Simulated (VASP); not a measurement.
# MnHg (P4/mmm) in VASP: single point with PBE

Aim: the single point of MnHg with PBE.

All numbers are computed with VASP 6.6.1; they aren't measurements. Logs are shortened: lines on timing, memory, paths and dates and some standing lists are left out, and cuts for length are marked.

### Step 1. The cell of the first run

The structure is tetragonal, space group P4/mmm (No. 123). The conventional cell has a = 3.288 Å, b = 3.288 Å, c = 3.313 Å, α = 90.00°, β = 90.00°, γ = 90.00°. Mn (site symmetry 4/mmm) has 8 Hg at 2.85 Å and 6 Mn at 3.29 to 3.31 Å within 3.8 Å. Within 3.8 Å of Hg (site symmetry 4/mmm) lie 8 Mn at 2.85 Å and 6 Hg at 3.29 to 3.31 Å.

### Step 2. Single point, PBE, non-collinear spin, typed start

The input, INCAR:

```
ALGO = Normal
EDIFF = 1E-6
ENCUT = 500
GGA = PE
GGA_COMPAT = F
ISIF = 2
ISMEAR = -1
KPAR = 4
LASPH = T
LCHARG = F
LMAXMIX = 4
LNONCOLLINEAR = T
LORBIT = 11
LREAL = F
LWAVE = F
MAGMOM = 0 0 3.9 0 0 3.9 0 0 0 0 0 0
NBANDS = 64
NELM = 200
PREC = Accurate
SIGMA = 0.05
```

The input, KPOINTS:

```
k-points
0
Gamma
  11 11 6
```

The input, POSCAR:

```
MnHg
1.0
    3.2880000000      0.0000000000      0.0000000000
    0.0000000000      3.2880000000      0.0000000000
    0.0000000000      0.0000000000      6.6260000000
Mn Hg
2 2
Direct
    0.5000000000      0.5000000000      0.2500000000
    0.5000000000      0.5000000000      0.7500000000
    0.0000000000      0.0000000000      0.0000000000
    0.0000000000      0.0000000000      0.5000000000
```

Potentials or basis: VASP PAW PBE potentials, release 64 (Mn_pv, Hg).

Run with:

```bash
> cat potpaw_PBE.64/Mn_pv/POTCAR potpaw_PBE.64/Hg/POTCAR > POTCAR
> mpirun -np 4 vasp_ncl > vasp.out
```

OUTCAR:

```text
EDIFF = 1E-6
   ENCUT = 500
   GGA = PE
   ISIF = 2
   ISMEAR = -1
   LASPH = T
   LNONCOLLINEAR = T
   LORBIT = 11
   LREAL = F
   NELM = 200
   PREC = Accurate

 ion  position               nearest neighbor table
   1  0.500  0.500  0.250-   3 2.85   4 2.85   3 2.85   4 2.85   3 2.85   4 2.85   3 2.85   4 2.85

   2  0.500  0.500  0.750-   3 2.85   4 2.85   3 2.85   4 2.85   3 2.85   4 2.85   3 2.85   4 2.85

   3  0.000  0.000  0.000-   1 2.85   2 2.85   1 2.85   2 2.85   1 2.85   2 2.85   1 2.85   2 2.85
                             4 3.31   4 3.31
   4  0.000  0.000  0.500-   1 2.85   2 2.85   1 2.85   2 2.85   1 2.85   2 2.85   1 2.85   2 2.85
                             3 3.31   3 3.31
[... 7 lines left out ...]
 A1 = (   3.2880000000,   0.0000000000,   0.0000000000)
 A2 = (   0.0000000000,   3.2880000000,   0.0000000000)
 A3 = (   0.0000000000,   0.0000000000,   6.6260000000)

Analysis of symmetry for initial positions (statically):
=====================================================================
 Subroutine PRICEL returns following result:

  LATTYP: Found a simple tetragonal cell.
 ALAT       =     3.2880000000
 C/A-ratio  =     1.0076034063
[... 12 lines left out ...]
 Subroutine GETGRP returns: Found 16 space group operations
 (whereof 16 operations were pure point group operations)
 out of a pool of 16 trial point group operations.

The static configuration has the point symmetry D_4h.

Analysis of symmetry for dynamics (positions and initial velocities):
=====================================================================
 Subroutine PRICEL returns following result:

  LATTYP: Found a simple tetragonal cell.
 ALAT       =     3.2880000000
 C/A-ratio  =     1.0076034063
[... 12 lines left out ...]
 Subroutine GETGRP returns: Found 16 space group operations
 (whereof 16 operations were pure point group operations)
 out of a pool of 16 trial point group operations.

The dynamic configuration has the point symmetry D_4h.

Analysis of structural, dynamic, and magnetic symmetry:
=====================================================================
 Subroutine PRICEL returns following result:

  LATTYP: Found a simple tetragonal cell.
 ALAT       =     3.2880000000
 C/A-ratio  =     1.0076034063
[... 12 lines left out ...]
 Subroutine GETGRP returns: Found  8 space group operations
 (whereof  8 operations were pure point group operations)
 out of a pool of 16 trial point group operations.

[... 139 lines left out ...]

 number of electron      49.9999958 magnetization      -0.0000000     -0.0000000      7.8129547

 Free energy of the ion-electron system (eV)
  ---------------------------------------------------
  ext. energy  EPLUGINS =         0.00000000
  ---------------------------------------------------
  free energy    TOTEN  =       -16.98458785 eV

  energy without entropy =      -16.95732973  energy(sigma->0) =      -16.97095879

 E-fermi :   5.6963     XC(G=0): -11.7750

 val. band max:        5.6930571820   @ k =   0.0909   0.0000   0.0000
 cond. band min:       5.7009494201   @ k =   0.2727   0.0000   0.0000
 fundamental gap:      0.0078922381
 Fermi energy:         5.6962501870

 k-point     1 :       0.0000    0.0000    0.0000
  band No.  band energies     occupation
      1     -44.4869      1.00000
      2     -44.4702      1.00000
      3     -44.4664      1.00000
      4     -44.4664      1.00000
      5     -44.4654      1.00000
      6     -44.4654      1.00000
[... 1549 lines left out ...]
     61       8.4621      0.00000
     62       8.4833      0.00000

 [... further k-points ...]

 [bands above 62 left out]

------------------------ aborting loop because EDIFF is reached ----------------------------------------

  FORCE on cell =-STRESS in cart. coord.  units (eV):
  Direction    XX          YY          ZZ          XY          YZ          ZX
  --------------------------------------------------------------------------------------
  -------------------------------------------------------------------------------------
  Total        1.1245655      1.1245655      1.0955506     -0.0000000      0.0000000      0.0000000
  in kB       25.1524505     25.1524505     24.5034911     -0.0000004      0.0000000      0.0000000
  external PRESSURE =      24.9361307 kB  Pullay stress =       0.0000000 kB

 VOLUME and BASIS-vectors are now :
 -----------------------------------------------------------------------------
  energy-cutoff  :      500.00
  volume of cell :       71.63
      direct lattice vectors                 reciprocal lattice vectors
     3.288000000  0.000000000  0.000000000     0.304136253  0.000000000  0.000000000
     0.000000000  3.288000000  0.000000000     0.000000000  0.304136253  0.000000000
     0.000000000  0.000000000  6.626000000     0.000000000  0.000000000  0.150920616

 POSITION                                       TOTAL-FORCE (eV/Angst)
 -----------------------------------------------------------------------------------
      1.64400      1.64400      1.65650         0.000000     -0.000000     -0.000000
      1.64400      1.64400      4.96950        -0.000000      0.000000      0.000000
      0.00000      0.00000      0.00000         0.000000     -0.000000     -0.000000
      0.00000      0.00000      3.31300         0.000000     -0.000000     -0.000000
 -----------------------------------------------------------------------------------
    total drift:                                0.000000     -0.000000     -0.000000

  FREE ENERGIE OF THE ION-ELECTRON SYSTEM (eV)
  ---------------------------------------------------
  free  energy   TOTEN  =       -16.9845878523 eV

  energy  without entropy=      -16.9573297290  energy(sigma->0) =      -16.97095879

 total charge

# of ion       s       p       d       tot
------------------------------------------
    1        0.254   6.180   4.983  11.417
    2        0.254   6.180   4.983  11.417
    3        0.817   0.532   9.255  10.605
    4        0.817   0.532   9.255  10.605
--------------------------------------------------
tot          2.142  13.424  28.477  44.043

 magnetization (x)

# of ion       s       p       d       tot
------------------------------------------
    1        0.000   0.000  -0.000   0.000
    2        0.000   0.000  -0.000   0.000
    3        0.000   0.000   0.000   0.000
    4        0.000  -0.000   0.000  -0.000
--------------------------------------------------
tot          0.000  -0.000   0.000  -0.000

 magnetization (y)

# of ion       s       p       d       tot
------------------------------------------
    1       -0.000   0.000   0.000   0.000
    2        0.000   0.000   0.000   0.000
    3       -0.000  -0.000   0.000  -0.000
    4       -0.000  -0.000   0.000  -0.000
--------------------------------------------------
tot         -0.000  -0.000   0.000  -0.000

 magnetization (z)

# of ion       s       p       d       tot
------------------------------------------
    1        0.028   0.017   3.767   3.812
    2        0.028   0.017   3.767   3.812
    3       -0.044  -0.059   0.050  -0.052
    4       -0.044  -0.059   0.050  -0.052
--------------------------------------------------
tot         -0.031  -0.084   7.634   7.519
```

stdout:

```text
POSCAR found type information on POSCAR MnHg
 POSCAR found :  2 types and       4 ions
 scaLAPACK will be used
 LDA part: xc-table for (Slater+PW92), standard interpolation
 POSCAR, INCAR and KPOINTS ok, starting setup
 FFT: planning ... GRIDC
 FFT: planning ... GRID_SOFT
 FFT: planning ... GRID
 WAVECAR not read
 entering main loop
```

It took 13 min on 4 MPI ranks of Intel Xeon Platinum 8175M at 2.50GHz (Skylake/Cascade Lake), shared host; peak memory 0.83 GiB.

What came out:

```
Free energy                                           : -16.9846 eV
Pressure                                              : 2.5 GPa
Band gap on the k mesh                                : zero (bands 50 and 51 overlap by 1.63 eV)
Net moment                                            : 7.81 μB per cell
Valence electrons inside the program's atomic spheres : Mn 11.42; Hg 10.61
```

Moments on the atoms (μB; x, y, z):
```
Mn   0.00  0.00  3.81
Mn   0.00  0.00  3.81
Hg   0.00  0.00 -0.05
Hg   0.00  0.00 -0.05
```

Caveat: spin-orbit coupling is left out, which moves the levels of the heavy elements.
